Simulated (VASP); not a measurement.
# SrCd (Pm-3m) in VASP: notebook

SrCd is run at these levels: LDA; tasks: single point.

Program: VASP 6.6.1. These are calculated values, not measurements. Logs are shortened: lines on timing, memory, paths and dates and some standing lists are left out, and cuts for length are marked.

## (1) The cell of the first run

The structure is cubic, space group Pm-3m (No. 221). The conventional cell has a = 4.030 Å, b = 4.030 Å, c = 4.030 Å, α = 90.00°, β = 90.00°, γ = 90.00°. Within 4.6 Å of Sr (site symmetry m-3m) lie 8 Cd at 3.49 Å and 6 Sr at 4.03 Å. Cd (site symmetry m-3m) has 8 Sr at 3.49 Å and 6 Cd at 4.03 Å within 4.6 Å.

## (2) Single point, LDA (volume scaled by 1.02)

Contents of INCAR:

```
SYSTEM = SrCd
PREC     = Accurate       ! precision mode
ENCUT    = 520            ! plane-wave cutoff, eV
EDIFF    = 1E-7           ! SCF threshold, eV
ISMEAR   = -1             ! smearing method
SIGMA    = 0.08           ! smearing width, eV
LREAL    = .FALSE.        ! projectors in reciprocal space
LASPH    = .TRUE.         ! aspherical terms in the spheres
NELM     = 100            ! most SCF steps
ALGO     = Normal         ! electronic algorithm
ISIF     = 2              ! what is computed and relaxed
LWAVE    = .FALSE.        ! write WAVECAR
LCHARG   = .TRUE.         ! write CHGCAR
GGA      = CA             ! functional
LELF     = .TRUE.         ! ELF
LVHAR    = .TRUE.       
NBANDS   = 18             ! bands
```

Contents of KPOINTS:

```
Automatic mesh
0
G
  10 10 10
  0 0 0
```

Contents of POSCAR:

```
SrCd
1.0
    4.0295107064      0.0000000000      0.0000000000
    0.0000000000      4.0295107064      0.0000000000
    0.0000000000      0.0000000000      4.0295107064
Sr Cd
1 1
Direct
    0.5000000000      0.5000000000      0.5000000000
    0.0000000000      0.0000000000      0.0000000000
```

Potentials or basis: VASP PAW LDA potentials, release 64 (Sr_sv, Cd).

Command:

```console
$ cat potpaw_LDA.64/Sr_sv/POTCAR potpaw_LDA.64/Cd/POTCAR > POTCAR
$ mpirun -np 1 vasp_std > vasp.out
```

OUTCAR:

```text
SYSTEM = SrCd
   PREC = Accurate
   ENCUT = 520
   EDIFF = 1E-7
   ISMEAR = -1
   LREAL = .FALSE.
   LASPH = .TRUE.
   NELM = 100
   ISIF = 2
   GGA = CA

 ion  position               nearest neighbor table
   1  0.500  0.500  0.500-   2 3.49   2 3.49   2 3.49   2 3.49   2 3.49   2 3.49   2 3.49   2 3.49

   2  0.000  0.000  0.000-   1 3.49   1 3.49   1 3.49   1 3.49   1 3.49   1 3.49   1 3.49   1 3.49

  LATTYP: Found a simple cubic cell.
 ALAT       =     4.0295107064

  Lattice vectors:

 A1 = (   4.0295107064,   0.0000000000,   0.0000000000)
 A2 = (   0.0000000000,   4.0295107064,   0.0000000000)
 A3 = (   0.0000000000,   0.0000000000,   4.0295107064)

Analysis of symmetry for initial positions (statically):
=====================================================================
 Subroutine PRICEL returns:
 Original cell was already a primitive cell.

 Routine SETGRP: Setting up the symmetry group for a
 simple cubic supercell.

 Subroutine GETGRP returns: Found 48 space group operations
 (whereof 48 operations were pure point group operations)
 out of a pool of 48 trial point group operations.

The static configuration has the point symmetry O_h .

Analysis of symmetry for dynamics (positions and initial velocities):
=====================================================================
 Subroutine PRICEL returns:
 Original cell was already a primitive cell.

 Routine SETGRP: Setting up the symmetry group for a
 simple cubic supercell.

 Subroutine GETGRP returns: Found 48 space group operations
 (whereof 48 operations were pure point group operations)
 out of a pool of 48 trial point group operations.

The dynamic configuration has the point symmetry O_h .

 Subroutine INISYM returns: Found 48 space group operations
 (whereof 48 operations are pure point group operations),
 and found     1 'primitive' translations

----------------------------------------------------------------------------------------

                                     Primitive cell

  volume of cell :      65.4270

  direct lattice vectors                    reciprocal lattice vectors
     4.029510706  0.000000000  0.000000000     0.248169089  0.000000000  0.000000000
     0.000000000  4.029510706  0.000000000     0.000000000  0.248169089  0.000000000
     0.000000000  0.000000000  4.029510706     0.000000000  0.000000000  0.248169089

  length of vectors
[... 78 lines left out ...]
   LSORBIT =      F    spin-orbit coupling
   LASPH  =      T    aspherical Exc in radial PAW
   ENCUT  =  520.0 eV  38.22 Ry    6.18 a.u.   7.49  7.49  7.49*2*pi/ulx,y,z
   NELM   =    100;   NELMIN=  2; NELMDL= -5     # of ELM steps
   EDIFF  = 0.1E-06   stopping-criterion for ELM
   LREAL  =      F    real-space projection
   EDIFFG = 0.1E-05   stopping-criterion for IOM
   NSW    =      0    number of steps for IOM
   IBRION =     -1    ionic relax: 0-MD 1-quasi-New 2-CG
   NFREE  =      0    steps in history (QN), initial steepest desc. (CG)
   ISIF   =      2    stress and relaxation
   ISYM   =      2    0-nonsym 1-usesym 2-fastsym
   POTIM  = 0.5000    time-step for ionic-motion
   TEBEG  =    0.0;   TEEND  =   0.0 temperature during run
   PSTRESS=    0.0 pullay stress
   NELECT =      22.0000    total number of electrons
   NUPDOWN=      -1.0000    fix difference up-down
   EMIN   =  10.00;   EMAX   =-10.00  energy-range for DOS
   EFERMI =   0.00;   METHOD = LEGACY
   ISMEAR =    -1;   SIGMA  =   0.08  broadening in eV -4-tet -1-fermi 0-gaus
   EFERMI_NEDOS =   21; number of points for ismear=-14 and -15
   IALGO  =     38    algorithm
   IMIX   =      4    mixing-type and parameters
     AMIX     =   0.40;   BMIX     =  1.00
     AMIX_MAG =   1.60;   BMIX_MAG =  1.00
  volume/ion in A,a.u.               =      32.71       220.76
  Fermi-wavevector in a.u.,A,eV,Ry     =   1.138405  2.151273 17.632683  1.295966
  Thomas-Fermi vector in A             =   2.275109
   LORBIT       =      0    0 simple, 1 ext, 2 COOP (PROOUT), +10 PAW based schemes
   GGA     = CA    functional components
   LHFCALC =     F    Hartree Fock is set to
   AEXX    =    0.0000 exact exchange contribution
   IVDW    =     0    specifies the selected vdW correction
   LEPSILON=     F    determine dielectric tensor
   LRPA    =     F    only Hartree local field effects (RPA)
 non-spin polarized calculation
  energy-cutoff  :      520.00
  volume of cell :       65.43
 maximum number of plane-waves:      1791
 NGX is ok and might be reduce to    30
   NGX = 15   NGY = 15   NGZ = 15

 number of electron      21.9999991 magnetization

 Free energy of the ion-electron system (eV)
  ---------------------------------------------------
  ext. energy  EPLUGINS =         0.00000000
  ---------------------------------------------------
  free energy    TOTEN  =        -4.08389148 eV

  energy without entropy =       -4.05717939  energy(sigma->0) =       -4.07053543

 E-fermi :   1.9776     XC(G=0):  -9.3530

 val. band max:        1.9060481650   @ k =   0.5000   0.5000   0.1000
 cond. band min:       1.9892808081   @ k =   0.5000   0.5000   0.0000
 fundamental gap:      0.0832326430
 Fermi energy:         1.9775520668

 k-point     1 :       0.0000    0.0000    0.0000
  band No.  band energies     occupation
      1     -33.6586      2.00000
      2     -15.6955      2.00000
      3     -15.6955      2.00000
      4     -15.6955      2.00000
      5      -6.6200      2.00000
      6      -6.6200      2.00000
[... 481 lines left out ...]
      5      -6.5811      2.00000
      6      -6.5146      2.00000
[... 10 lines left out ...]
     17       8.4892      0.00000
     18       9.1818      0.00000

 [... further k-points ...]

------------------------ aborting loop because EDIFF is reached ----------------------------------------

  FORCE on cell =-STRESS in cart. coord.  units (eV):
  Direction    XX          YY          ZZ          XY          YZ          ZX
  --------------------------------------------------------------------------------------
  -------------------------------------------------------------------------------------
  Total       -0.9800011     -0.9800011     -0.9800011      0.0000000     -0.0000000     -0.0000000
  in kB      -23.9982859    -23.9982859    -23.9982859      0.0000000     -0.0000000     -0.0000000
  external PRESSURE =     -23.9982859 kB  Pullay stress =       0.0000000 kB

 VOLUME and BASIS-vectors are now :
 -----------------------------------------------------------------------------
  energy-cutoff  :      520.00
  volume of cell :       65.43
      direct lattice vectors                 reciprocal lattice vectors
     4.029510706  0.000000000  0.000000000     0.248169089  0.000000000  0.000000000
     0.000000000  4.029510706  0.000000000     0.000000000  0.248169089  0.000000000
     0.000000000  0.000000000  4.029510706     0.000000000  0.000000000  0.248169089

 POSITION                                       TOTAL-FORCE (eV/Angst)
 -----------------------------------------------------------------------------------
      2.01476      2.01476      2.01476         0.000000      0.000000      0.000000
      0.00000      0.00000      0.00000         0.000000      0.000000      0.000000
 -----------------------------------------------------------------------------------
    total drift:                                0.000000      0.000000     -0.000000

  FREE ENERGIE OF THE ION-ELECTRON SYSTEM (eV)
  ---------------------------------------------------
  free  energy   TOTEN  =        -4.0838914757 eV

  energy  without entropy=       -4.0571793939  energy(sigma->0) =       -4.07053543
```

OSZICAR:

```text
N       E                     dE             d eps       ncg     rms          rms(c)
DAV:   1     0.136236816729E+03    0.13624E+03   -0.11366E+04  2040   0.113E+03
DAV:   2     0.248212955771E+01   -0.13375E+03   -0.12989E+03  2168   0.288E+02
DAV:   3    -0.410273096146E+01   -0.65849E+01   -0.65429E+01  3402   0.547E+01
DAV:   4    -0.421280218419E+01   -0.11007E+00   -0.10980E+00  2452   0.488E+00
DAV:   5    -0.421420653923E+01   -0.14044E-02   -0.14039E-02  2756   0.458E-01    0.161E+01
DAV:   6    -0.409285576446E+01    0.12135E+00   -0.41415E-01  2230   0.522E+00    0.851E+00
DAV:   7    -0.408503910324E+01    0.78167E-02   -0.36880E-02  2286   0.147E+00    0.141E+00
DAV:   8    -0.408394554480E+01    0.10936E-02   -0.48762E-03  3032   0.673E-01    0.205E-01
DAV:   9    -0.408387901745E+01    0.66527E-04   -0.37717E-04  2938   0.116E-01    0.273E-02
DAV:  10    -0.408388924908E+01   -0.10232E-04   -0.37298E-05  3278   0.276E-02    0.147E-02
DAV:  11    -0.408389138605E+01   -0.21370E-05   -0.27890E-06  2448   0.106E-02    0.802E-03
DAV:  12    -0.408389149184E+01   -0.10579E-06   -0.22151E-07  1784   0.307E-03    0.246E-03
DAV:  13    -0.408389147573E+01    0.16111E-07   -0.45569E-08  1364   0.130E-03
   1 F= -.40838915E+01 E0= -.40705354E+01  d E =-.267121E-01
```

stdout:

```text
POSCAR found type information on POSCAR SrCd
 POSCAR found :  2 types and       2 ions
 scaLAPACK will be used
 LDA part: xc-table for (Slater(with rela. corr.)+CA(PZ))
 , standard interpolation
 POSCAR, INCAR and KPOINTS ok, starting setup
 FFT: planning ... GRIDC
 FFT: planning ... GRID_SOFT
 FFT: planning ... GRID
 WAVECAR not read
 entering main loop
```

It took 22 s on 1 thread of AMD EPYC 9R45 (Zen 5), shared host; peak memory 0.17 GiB.

What came out:

```
Free energy            : -4.0839 eV
Pressure               : -2.4 GPa
Band gap on the k mesh : zero (band 11 reaches 3.30 eV, above the bottom of band 12 at 1.23 eV)
```

## (3) Single point, LDA (volume scaled by 1.06)

Edit INCAR of step 2 so:

```diff
@@ -12,6 +12,4 @@
 LWAVE    = .FALSE.        ! write WAVECAR
-LCHARG   = .TRUE.         ! write CHGCAR
+LCHARG   = .FALSE.        ! write CHGCAR
 GGA      = CA             ! functional
-LELF     = .TRUE.         ! ELF
-LVHAR    = .TRUE.       
 NBANDS   = 18             ! bands
```

Contents of KPOINTS:

```
regular mesh
0
G
  10 10 10
  0 0 0
```

Contents of POSCAR:

```
SrCd
1.0
    4.0815101282      0.0000000000      0.0000000000
    0.0000000000      4.0815101282      0.0000000000
    0.0000000000      0.0000000000      4.0815101282
Sr Cd
1 1
Direct
    0.5000000000      0.5000000000      0.5000000000
    0.0000000000      0.0000000000      0.0000000000
```

Potentials or basis: VASP PAW LDA potentials, release 64 (Sr_sv, Cd).

Command:

```console
$ cat potpaw_LDA.64/Sr_sv/POTCAR potpaw_LDA.64/Cd/POTCAR > POTCAR
$ mpirun -np 1 vasp_std > vasp.out
```

Run time: 21 s. Hardware: 1 thread of AMD EPYC 9R45 (Zen 5), shared host; peak memory 0.17 GiB.

It converged, with:

| Item | Value |
| --- | --- |
| Free energy | -4.0394 eV |
| Pressure | -3.1 GPa |
| Band gap on the k mesh | zero (band 11 reaches 3.13 eV, above the bottom of band 12 at 1.13 eV) |

Levels at points of the mesh, in eV from the Fermi level:
```tsv
k point	band 7	band 8	band 9	band 10	band 11	band 12	band 13	band 14	band 15	band 16
(0.00, 0.00, 0.00)	-8.43	-8.43	-8.43	-5.66	1.32	1.32	3.80	3.80	3.80	4.94
(0.50, 0.00, 0.00)	-8.46	-8.42	-8.41	-3.60	-2.34	1.71	2.16	2.16	5.00	5.81
(0.50, 0.50, 0.00)	-8.49	-8.48	-8.32	-3.11	-0.01	-0.01	1.01	3.68	3.68	5.75
(0.50, 0.50, 0.50)	-8.50	-8.31	-8.31	-0.98	-0.69	-0.69	-0.69	4.37	4.37	4.37
```
